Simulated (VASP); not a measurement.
# RbBr (P6_3/mmc) in VASP: notebook

The runs below take RbBr through single point, with r2SCAN, PBE.

Everything below comes from runs of VASP 6.6.1. Logs are shortened: lines on timing, memory, paths and dates and some standing lists are left out, and cuts for length are marked.

### Step 1. The cell of the first run

Symmetry: P6_3/mmc, No. 194, hexagonal system. Conventional cell: a = 4.865 Å, b = 4.865 Å, c = 8.575 Å, α = 90.00°, β = 90.00°, γ = 120.00°. Within 4.6 Å of Rb (site symmetry -3m) lie 6 Br at 3.53 Å and 2 Rb at 4.29 Å. Within 4.6 Å of Br (site symmetry -6m2) lie 6 Rb at 3.53 Å.

### Step 2. Single point, r2SCAN (volume changed by +6%)

Contents of POSCAR:

```
RbBr
1.0
    4.8646631241      0.0000000000      0.0000000000
   -2.4323315620      4.2129218463      0.0000000000
    0.0000000000      0.0000000000      8.5751009011
Rb Br
2 2
Direct
    0.0000000000      0.0000000000      0.0000000000
    0.0000000000      0.0000000000      0.5000000000
    0.3333333333      0.6666666667      0.2500000000
    0.6666666667      0.3333333333      0.7500000000
```

Contents of INCAR.step1:

```
SYSTEM = RbBr
PREC     = Accurate       ! precision mode
ENCUT    = 520            ! plane-wave cutoff, eV
ISMEAR   = 0              ! smearing method
SIGMA    = 0.01           ! smearing width, eV
LREAL    = .FALSE.        ! projectors in reciprocal space
LASPH    = .TRUE.         ! aspherical terms in the spheres
NELM     = 80             ! most SCF steps
NBANDS   = 24             ! bands
GGA      = PE             ! functional
ALGO     = Normal         ! electronic algorithm
EDIFF    = 1E-4           ! SCF threshold, eV
LWAVE    = .TRUE.         ! write WAVECAR
LCHARG   = .FALSE.        ! write CHGCAR
```

Contents of INCAR.step2:

```
SYSTEM = RbBr
PREC     = Accurate       ! precision mode
ENCUT    = 520            ! plane-wave cutoff, eV
EDIFF    = 1E-6           ! SCF threshold, eV
ISMEAR   = 0              ! smearing method
SIGMA    = 0.01           ! smearing width, eV
LREAL    = .FALSE.        ! projectors in reciprocal space
LASPH    = .TRUE.         ! aspherical terms in the spheres
NELM     = 80             ! most SCF steps
ALGO     = Normal         ! electronic algorithm
ISIF     = 2              ! what is computed and relaxed
LWAVE    = .FALSE.        ! write WAVECAR
LCHARG   = .FALSE.        ! write CHGCAR
METAGGA  = R2SCAN         ! meta-GGA
LMIXTAU  = .TRUE.       
NBANDS   = 24             ! bands
ISTART   = 1
```

Contents of KPOINTS:

```
regular mesh
0
G
  6 6 4
  0 0 0
```

Potentials or basis: VASP PAW PBE potentials, release 64 (Rb_sv, Br).

Started as:

```console
$ cat potpaw_PBE.64/Rb_sv/POTCAR potpaw_PBE.64/Br/POTCAR > POTCAR
$ cp INCAR.step1 INCAR
$ mpirun -np 1 vasp_std > vasp.out
$ cp INCAR.step2 INCAR
$ mpirun -np 1 vasp_std > vasp.out
```

OUTCAR:

```text
SYSTEM = RbBr
   PREC = Accurate
   ENCUT = 520
   EDIFF = 1E-6
   ISMEAR = 0
   LREAL = .FALSE.
   LASPH = .TRUE.
   NELM = 80
   ISIF = 2
   METAGGA = R2SCAN
   ISTART = 1

 ion  position               nearest neighbor table
   1  0.000  0.000  0.000-   3 3.53   4 3.53   3 3.53   4 3.53   4 3.53   3 3.53   2 4.29   2 4.29

   2  0.000  0.000  0.500-   3 3.53   4 3.53   3 3.53   4 3.53   4 3.53   3 3.53   1 4.29   1 4.29

   3  0.333  0.667  0.250-   1 3.53   2 3.53   1 3.53   2 3.53   1 3.53   2 3.53
   4  0.667  0.333  0.750-   1 3.53   2 3.53   1 3.53   2 3.53   1 3.53   2 3.53

  LATTYP: Found a hexagonal cell.
 ALAT       =     4.8646631241
 C/A-ratio  =     1.7627327283

  Lattice vectors:

 A1 = (   4.8646631241,   0.0000000000,   0.0000000000)
 A2 = (  -2.4323315620,   4.2129218463,   0.0000000000)
 A3 = (   0.0000000000,   0.0000000000,   8.5751009011)

Analysis of symmetry for initial positions (statically):
=====================================================================
 Subroutine PRICEL returns:
 Original cell was already a primitive cell.

 Routine SETGRP: Setting up the symmetry group for a
 hexagonal supercell.

 Subroutine GETGRP returns: Found 24 space group operations
 (whereof 12 operations were pure point group operations)
 out of a pool of 24 trial point group operations.

The static configuration has the point symmetry D_3d.
 The point group associated with its full space group is D_6h.

Analysis of symmetry for dynamics (positions and initial velocities):
=====================================================================
 Subroutine PRICEL returns:
 Original cell was already a primitive cell.

 Routine SETGRP: Setting up the symmetry group for a
 hexagonal supercell.

 Subroutine GETGRP returns: Found 24 space group operations
 (whereof 12 operations were pure point group operations)
 out of a pool of 24 trial point group operations.

The dynamic configuration has the point symmetry D_3d.
 The point group associated with its full space group is D_6h.

 Subroutine INISYM returns: Found 24 space group operations
 (whereof 12 operations are pure point group operations),
 and found     1 'primitive' translations

----------------------------------------------------------------------------------------

                                     Primitive cell

  volume of cell :     175.7419

  direct lattice vectors                    reciprocal lattice vectors
     4.864663124  0.000000000  0.000000000     0.205564080  0.118682477  0.000000000
    -2.432331562  4.212921846  0.000000000     0.000000000  0.237364954  0.000000000
     0.000000000  0.000000000  8.575100901     0.000000000  0.000000000  0.116616704

  length of vectors
     4.864663124  4.864663124  8.575100901     0.237364954  0.237364954  0.116616704

  position of ions in fractional coordinates (direct lattice)
     0.000000000  0.000000000  0.000000000
     0.000000000  0.000000000  0.500000000
     0.333333333  0.666666667  0.250000000
     0.666666667  0.333333333  0.750000000

  ion indices of the primitive-cell ions
   primitive index   ion index
                 1           1
                 2           2
                 3           3
                 4           4

----------------------------------------------------------------------------------------

 KPOINTS: regular mesh

Automatic generation of k-mesh.
 Grid dimensions read from file:
 generate k-points for:    6    6    4

 Generating k-lattice:

  Cartesian coordinates                     Fractional coordinates (reciprocal lattice)
     0.034260680  0.019780413  0.000000000     0.166666667 -0.000000000  0.000000000
     0.000000000  0.039560826  0.000000000     0.000000000  0.166666667  0.000000000
     0.000000000  0.000000000  0.029154176     0.000000000  0.000000000  0.250000000

  Length of vectors
     0.039560826  0.039560826  0.029154176

  Shift w.r.t. Gamma in fractional coordinates (k-lattice)
     0.000000000  0.000000000  0.000000000

 Subroutine IBZKPT returns following result:
 ===========================================

 Found     21 irreducible k-points:

 Following reciprocal coordinates:
            Coordinates               Weight
  0.000000  0.000000  0.000000      1.000000
  0.166667  0.000000  0.000000      6.000000
  0.333333  0.000000  0.000000      6.000000
  0.500000  0.000000  0.000000      3.000000
  0.166667  0.166667  0.000000      6.000000
  0.333333  0.166667  0.000000     12.000000
[... 13 lines left out ...]
  0.333333  0.166667  0.500000     12.000000
  0.333333  0.333333  0.500000      2.000000
   k-points           NKPTS =     21   k-points in BZ     NKDIM =     21   number of bands    NBANDS=     24
   number of dos      NEDOS =    301   number of ions     NIONS =      4
   total plane-waves  NPLWV =  82944
   dimension x,y,z NGX =    36 NGY =   36 NGZ =   64
   dimension x,y,z NGXF=    72 NGYF=   72 NGZF=  128
   ions per type =               2   2
   NGX,Y,Z   is equivalent  to a cutoff of  12.30, 12.30, 12.41 a.u.
   NGXF,Y,Z  is equivalent  to a cutoff of  24.61, 24.61, 24.82 a.u.
 SYSTEM =  RbBr
   PREC   = accura    normal or accurate (medium, high low for compatibility)
   ISTART =      1    job   : 0-new  1-cont  2-samecut
   ICHARG =      0    charge: 1-file 2-atom 10-const
   ISPIN  =      1    spin polarized calculation?
   LNONCOLLINEAR =      F non collinear calculations
   LSORBIT =      F    spin-orbit coupling
   LASPH  =      T    aspherical Exc in radial PAW
   ENCUT  =  520.0 eV  38.22 Ry    6.18 a.u.   9.05  9.05 15.94*2*pi/ulx,y,z
   NELM   =     80;   NELMIN=  2; NELMDL=  0     # of ELM steps
   EDIFF  = 0.1E-05   stopping-criterion for ELM
   LREAL  =      F    real-space projection
   EDIFFG = 0.1E-04   stopping-criterion for IOM
   NSW    =      0    number of steps for IOM
   IBRION =     -1    ionic relax: 0-MD 1-quasi-New 2-CG
   NFREE  =      0    steps in history (QN), initial steepest desc. (CG)
   ISIF   =      2    stress and relaxation
   ISYM   =      2    0-nonsym 1-usesym 2-fastsym
   POTIM  = 0.5000    time-step for ionic-motion
   TEBEG  =    0.0;   TEEND  =   0.0 temperature during run
   PSTRESS=    0.0 pullay stress
   NELECT =      32.0000    total number of electrons
   NUPDOWN=      -1.0000    fix difference up-down
   EMIN   =  10.00;   EMAX   =-10.00  energy-range for DOS
   EFERMI =   0.00;   METHOD = LEGACY
   ISMEAR =     0;   SIGMA  =   0.01  broadening in eV -4-tet -1-fermi 0-gaus
   EFERMI_NEDOS =   21; number of points for ismear=-14 and -15
   IALGO  =     38    algorithm
   IMIX   =      4    mixing-type and parameters
     AMIX     =   0.40;   BMIX     =  1.00
     AMIX_MAG =   1.60;   BMIX_MAG =  1.00
  volume/ion in A,a.u.               =      43.94       296.49
  Fermi-wavevector in a.u.,A,eV,Ry     =   0.927897  1.753471 11.714514  0.860993
  Thomas-Fermi vector in A             =   2.054016
   LORBIT       =      0    0 simple, 1 ext, 2 COOP (PROOUT), +10 PAW based schemes
   METAGGA = R2SCAN    functional components
   LHFCALC =     F    Hartree Fock is set to
   AEXX    =    0.0000 exact exchange contribution
   IVDW    =     0    specifies the selected vdW correction
   LEPSILON=     F    determine dielectric tensor
   LRPA    =     F    only Hartree local field effects (RPA)
 non-spin polarized calculation
 Gauss-broadening in eV      SIGMA  =   0.01
  energy-cutoff  :      520.00
  volume of cell :      175.74
 maximum number of plane-waves:      4767
   NGX = 19   NGY = 19   NGZ = 31

 number of electron      31.9999994 magnetization

 Free energy of the ion-electron system (eV)
  ---------------------------------------------------
  ext. energy  EPLUGINS =         0.00000000
  ---------------------------------------------------
  free energy    TOTEN  =       -62.19151574 eV

  energy without entropy =      -62.19151574  energy(sigma->0) =      -62.19151574

 E-fermi :  -2.3402     XC(G=0):  -7.2537

 val. band max:       -2.4009063598   @ k =   0.0000   0.0000   0.0000
 cond. band min:       2.2994087600   @ k =   0.0000   0.0000   0.0000
 fundamental gap:      4.7003151198
 Fermi energy:        -2.3401878422

 k-point     1 :       0.0000    0.0000    0.0000
  band No.  band energies     occupation
      1     -27.9069      2.00000
      2     -27.8939      2.00000
      3     -15.0238      2.00000
      4     -14.9789      2.00000
      5     -11.4483      2.00000
      6     -11.4309      2.00000
[... 16 lines left out ...]
     23       5.9457      0.00000
     24       5.9457      0.00000

 k-point     2 :       0.1667    0.0000    0.0000
  band No.  band energies     occupation
      1     -27.9055      2.00000
      2     -27.8928      2.00000
      3     -15.0035      2.00000
      4     -14.9814      2.00000
      5     -11.4844      2.00000
      6     -11.4395      2.00000
[... 16 lines left out ...]
     23       6.1630      0.00000
     24       6.2413      0.00000

 k-point     3 :       0.3333    0.0000    0.0000
  band No.  band energies     occupation
      1     -27.9027      2.00000
      2     -27.8905      2.00000
      3     -14.9936      2.00000
      4     -14.9546      2.00000
      5     -11.5598      2.00000
      6     -11.4919      2.00000
[... 16 lines left out ...]
     23       7.0140      0.00000
     24       7.0555      0.00000
[... 433 lines left out ...]
 k-point    20 :       0.3333    0.1667    0.5000
  band No.  band energies     occupation
      1     -27.8953      2.00000
      2     -27.8953      2.00000
      3     -14.9648      2.00000
      4     -14.9648      2.00000
      5     -11.4964      2.00000
      6     -11.4964      2.00000
[... 16 lines left out ...]
     23       7.2759      0.00000
     24       7.2759      0.00000

 k-point    21 :       0.3333    0.3333    0.5000
  band No.  band energies     occupation
      1     -27.8947      2.00000
      2     -27.8947      2.00000
      3     -14.9600      2.00000
      4     -14.9600      2.00000
      5     -11.5080      2.00000
      6     -11.5080      2.00000
[... 16 lines left out ...]
     23       6.8156      0.00000
     24       6.8156      0.00000

------------------------ aborting loop because EDIFF is reached ----------------------------------------

  FORCE on cell =-STRESS in cart. coord.  units (eV):
  Direction    XX          YY          ZZ          XY          YZ          ZX
  --------------------------------------------------------------------------------------
  -------------------------------------------------------------------------------------
  Total       -0.6918219     -0.6918219     -0.8130389     -0.0000000      0.0000000      0.0000000
  in kB       -6.3070964     -6.3070964     -7.4121892     -0.0000000      0.0000000      0.0000000
  external PRESSURE =      -6.6754606 kB  Pullay stress =       0.0000000 kB

 VOLUME and BASIS-vectors are now :
 -----------------------------------------------------------------------------
  energy-cutoff  :      520.00
  volume of cell :      175.74
      direct lattice vectors                 reciprocal lattice vectors
     4.864663124  0.000000000  0.000000000     0.205564080  0.118682477  0.000000000
    -2.432331562  4.212921846  0.000000000     0.000000000  0.237364954  0.000000000
     0.000000000  0.000000000  8.575100901     0.000000000  0.000000000  0.116616704

 POSITION                                       TOTAL-FORCE (eV/Angst)
 -----------------------------------------------------------------------------------
      0.00000      0.00000      0.00000         0.000000      0.000000     -0.000000
      0.00000      0.00000      4.28755         0.000000      0.000000     -0.000000
     -0.00000      2.80861      2.14378         0.000000      0.000000      0.000000
      2.43233      1.40431      6.43133        -0.000000      0.000000     -0.000000
 -----------------------------------------------------------------------------------
    total drift:                               -0.000000      0.000000     -0.000000

  FREE ENERGIE OF THE ION-ELECTRON SYSTEM (eV)
  ---------------------------------------------------
  free  energy   TOTEN  =       -62.1915157445 eV

  energy  without entropy=      -62.1915157445  energy(sigma->0) =      -62.19151574
```

It took 2.7 min on 1 thread of Intel Xeon Platinum 8488C (Sapphire Rapids), shared host; peak memory 0.34 GiB.

Results:

```yaml
Free_energy: -62.1915 eV
Pressure: -0.7 GPa
Band_gap_on_the_k_mesh: 4.70 eV, direct
```

Stress tensor (GPa, compression positive):
```
-0.63  0.00  0.00
 0.00 -0.63  0.00
 0.00  0.00 -0.74
```

Caveat: the cell differs from its parent crystal (volume changed by +6%); the PAW data sets were made with another functional, which shifts forces and pressure a little.

### Step 3. Single point, PBE (volume changed by -6%)

Contents of INCAR:

```
  PREC = Accurate
  ENCUT = 520
  EDIFF = 1E-6
  ISMEAR = 0
  SIGMA = 0.01
  LREAL = False
  LASPH = True
  NELM = 100
  ALGO = Normal
  ISIF = 2
  LWAVE = False
  LCHARG = False
  GGA = PE
  NBANDS = 24
```

Contents of KPOINTS:

```
Automatic mesh
0
Gamma
  6 6 4
```

Contents of POSCAR:

```
RbBr
1.0
    4.7544320190      0.0000000000      0.0000000000
   -2.3772160095      4.1174589090      0.0000000000
    0.0000000000      0.0000000000      8.3284584719
Rb Br
2 2
Direct
    0.0000000000      0.0000000000      0.0000000000
    0.0000000000      0.0000000000      0.5000000000
    0.3333333333      0.6666666667      0.2500000000
    0.6666666667      0.3333333333      0.7500000000
```

Potentials or basis: VASP PAW PBE potentials, release 64 (Rb_sv, Br).

Started as:

```console
$ cat potpaw_PBE.64/Rb_sv/POTCAR potpaw_PBE.64/Br/POTCAR > POTCAR
$ mpirun -np 1 vasp_std > vasp.out
```

Wall time 64 s (1 thread of Intel Xeon Platinum 8375C at 2.90GHz (Ice Lake), shared host); peak memory 0.29 GiB.

The run converged. Its results:

```yaml
Free_energy: -12.1063 eV
Pressure: 0.8 GPa
Band_gap_on_the_k_mesh: 4.28 eV, direct
```

Stress tensor (GPa, compression positive):
```
0.79 0.00 0.00
0.00 0.79 0.00
0.00 0.00 0.95
```

Levels at points of the mesh, in eV from the valence-band top:
| k point | band 12 | band 13 | band 14 | band 15 | band 16 | band 17 | band 18 | band 19 | band 20 | band 21 |
| --- | --- | --- | --- | --- | --- | --- | --- | --- | --- | --- |
| (0.00, 0.00, 0.00) | -0.29 | -0.29 | -0.12 | 0.00 | 0.00 | 4.28 | 6.30 | 6.72 | 7.53 | 7.53 |
| (0.50, 0.00, 0.00) | -0.53 | -0.46 | -0.36 | -0.32 | -0.15 | 5.83 | 6.78 | 7.00 | 7.29 | 8.36 |
| (0.00, 0.00, 0.50) | -0.63 | -0.15 | -0.15 | -0.15 | -0.15 | 5.47 | 5.47 | 7.01 | 7.01 | 8.02 |
| (0.50, 0.00, 0.50) | -0.77 | -0.37 | -0.37 | -0.26 | -0.26 | 6.46 | 6.46 | 6.89 | 6.89 | 8.71 |

Caveat: the cell differs from its parent crystal (volume changed by -6%). A k mesh can miss the band edges.

### Step 4. Single point, PBE

This run uses another cell than the first one, of 41.45 Å³/atom, 0.943 times its volume.

Contents of INCAR:

```
SYSTEM = RbBr
PREC     = Accurate       ! precision mode
ENCUT    = 520            ! plane-wave cutoff, eV
EDIFF    = 1E-7           ! SCF threshold, eV
ISMEAR   = 0              ! smearing method
SIGMA    = 0.01           ! smearing width, eV
LREAL    = .FALSE.        ! projectors in reciprocal space
LASPH    = .TRUE.         ! aspherical terms in the spheres
NELM     = 80             ! most SCF steps
ALGO     = Normal         ! electronic algorithm
ISIF     = 2              ! what is computed and relaxed
LWAVE    = .FALSE.        ! write WAVECAR
LCHARG   = .FALSE.        ! write CHGCAR
GGA      = PE             ! functional
NBANDS   = 24             ! bands
```

Contents of KPOINTS:

```
Automatic mesh
0
G
  6 6 4
  0 0 0
```

Contents of POSCAR:

```
RbBr
1.0
    4.7710886104      0.0000000000      0.0000000000
   -2.3855443052      4.1318839403      0.0000000000
    0.0000000000      0.0000000000      8.4101540433
Rb Br
2 2
Direct
    0.0000000000      0.0000000000      0.0000000000
    0.0000000000      0.0000000000      0.5000000000
    0.3333333333      0.6666666667      0.2500000000
    0.6666666667      0.3333333333      0.7500000000
```

Started as:

```console
$ cat potpaw_PBE.64/Rb_sv/POTCAR potpaw_PBE.64/Br/POTCAR > POTCAR
$ mpirun -np 1 vasp_std > vasp.out
```

It took 70 s on 1 thread of Intel Xeon Platinum 8375C at 2.90GHz (Ice Lake), shared host; peak memory 0.29 GiB.

The run converged. Its results:

```
Free energy            : -12.1190 eV
Pressure               : 0.6 GPa
Band gap on the k mesh : 4.23 eV, direct
```

Levels at points of the mesh, in eV from the valence-band top:
```
           k point  band 13  band 14  band 15  band 16  band 17  band 18  band 19  band 20
(0.00, 0.00, 0.00)    -0.27    -0.13     0.00     0.00     4.23     6.30     6.68     7.53
(0.50, 0.00, 0.00)    -0.47    -0.34    -0.32    -0.15     5.84     6.73     6.94     7.21
(0.00, 0.00, 0.50)    -0.14    -0.14    -0.14    -0.14     5.40     5.40     6.97     6.97
(0.50, 0.00, 0.50)    -0.37    -0.37    -0.25    -0.25     6.44     6.44     6.83     6.83
```

### Step 5. Overview

```csv
level,cell,gap on the mesh (eV),pressure (GPa)
r2SCAN,"a = 4.865, b = 4.865, c = 8.575 Å, angles 90.0, 90.0, 120.0°, 4 atoms",4.70,-0.7
PBE,"a = 4.754, b = 4.754, c = 8.328 Å, angles 90.0, 90.0, 120.0°, 4 atoms",4.28,0.8
PBE,"a = 4.771, b = 4.771, c = 8.410 Å, angles 90.0, 90.0, 120.0°, 4 atoms",4.23,0.6
```

Alike in all rows: task single point; potentials or basis VASP PAW PBE potentials, release 64 (Rb_sv, Br); no spin polarisation; k mesh 6 × 6 × 4; cutoff (eV) 520; smearing gaussian 0.01 eV.

Caveats: the PAW data sets were made with another functional, which shifts forces and pressure a little (some runs).

Total energies depend on the potentials used, so only differences within one code and one set of settings carry meaning.
